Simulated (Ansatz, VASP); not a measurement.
**BN: VASP beside Ansatz**

```
B N
1.0
     2.52816    0.00000    0.00000
    -1.26408    2.18945    0.00000
     0.00000    0.00000    6.32581
B N
2 2
Direct
  0.33333 0.66667 0.25103
  0.66667 0.33333 0.74897
  0.33333 0.66667 0.74372
  0.66667 0.33333 0.25628
```

Alike in both runs: task single point; functional PBE; k mesh 12 × 12 × 4; occupations gaussian, width 0.02 eV; no spin polarisation.

```csv
,VASP,Ansatz
version,VASP 6.6.1,Ansatz 0.2.0
potentials or method,"VASP PAW PBE potentials, release 64 (B, N), cutoff 520 eV","scalar-relativistic, plane waves, PAW"
valence electrons in the cell,16,16
```

Ansatz gave:

- gap on the k mesh at the Fermi level (eV): 4.11
- least direct gap on the mesh (eV): 4.45
- pressure (GPa): -2.9
- traceless stress, the component that is largest in VASP (GPa): 7.69
- rms of the force components (eV/Å): 0.280

Problem. What did VASP give for the same quantities?

Solution. gap on the k mesh at the Fermi level (eV): 4.11; least direct gap on the mesh (eV): 4.44; pressure (GPa): -2.8; traceless stress, the component that is largest in VASP (GPa): 7.48; rms of the force components (eV/Å): 0.281.

Atom by atom the forces differ by 0.001 eV/Å (rms over components).
